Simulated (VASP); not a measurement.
Input of a VASP 6.6.1 run:

INCAR

```
PREC = Accurate
ENCUT = 600
EDIFF = 1E-6
ISMEAR = 0
SIGMA = 0.1
LREAL = False
LASPH = True
NELM = 80
ALGO = Fast
ISIF = 3
LWAVE = False
LCHARG = False
GGA = PS
IBRION = 2
NSW = 100
EDIFFG = -0.01
```

File KPOINTS:

```
regular mesh
0
Gamma
  12 12 10
```

POSCAR

```
Ir
1.0
    4.2285370282      0.0000000000      0.0000000000
   -2.1142685141      3.6620204873      0.0000000000
    0.0000000000      0.0000000000      4.8007405458
Ir
4
Direct
    0.0000000000      0.0000000000      0.2500000000
    0.0000000000      0.0000000000      0.7500000000
    0.3333333333      0.6666666667      0.7500000000
    0.6666666667      0.3333333333      0.2500000000
```

Potentials or basis: VASP PAW PBE potentials, release 64 (Ir).

Run with:

```bash
$ cat potpaw_PBE.64/Ir/POTCAR > POTCAR
$ mpirun -np 1 vasp_std > vasp.out
```

Question: What does it give for the relaxed cell?

Answer: a = 4.228 Å, b = 4.228 Å, c = 4.817 Å, α = 90.00°, β = 90.00°, γ = 120.00°.

Question: Predict the relaxed volume.

Answer: 18.64 Å³/atom.

Question: Estimate the space group after relaxing (to 0.05 Å).

Answer: P6_3/mmc (No. 194).

The path:
```csv
step,energy change (eV),largest force (eV/Å),pressure (GPa),volume (Å³)
1,0.0000,0.0000,0.55,74.34
2,0.0013,0.0000,-1.39,75.03
3,-0.0005,0.0000,-0.12,74.58
4,-0.0007,0.0000,0.05,74.56
5,-0.0007,0.0000,0.01,74.56
```

Caveat: the PAW data sets were made with another functional, which shifts forces and pressure a little.
